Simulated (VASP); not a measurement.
Runs of VASP 6.6.1 on Cu. The structure is that of space group I4/mmm (No. 139), or close to it. The cells are those of the table. 

```csv
cell,gap on the mesh (eV),pressure (GPa)
"a = 2.621, b = 2.621, c = 2.684 Å, angles 59.2, 59.2, 61.6°, 1 atom",none,-15.9
"a = 2.493, b = 2.493, c = 2.556 Å, angles 59.2, 59.2, 61.7°, 1 atom",none,2.2
"a = 2.559, b = 2.559, c = 2.684 Å, angles 58.4, 58.4, 63.2°, 1 atom",none,(a)
"a = 2.526, b = 2.526, c = 2.620 Å, angles 58.8, 58.8, 62.5°, 1 atom",none,-5.4
"a = 2.590, b = 2.590, c = 2.684 Å, angles 58.8, 58.8, 62.4°, 1 atom",none,(b)
"a = 2.557, b = 2.557, c = 2.620 Å, angles 59.2, 59.2, 61.6°, 1 atom",none,-8.8
```

Alike in all rows: task single point; level PBEsol; potentials or basis VASP PAW PBE potentials, release 64 (Cu); no spin polarisation; k mesh 22 × 22 × 22; cutoff (eV) 520; smearing gaussian 0.15 eV.

**Question.** Fill in the values left out.

**Answer.** (a) -11.1; (b) -13.7.

Caveats: the PAW data sets were made with another functional, which shifts forces and pressure a little.

A gap of «none» marks levels without a gap at the run's occupations.
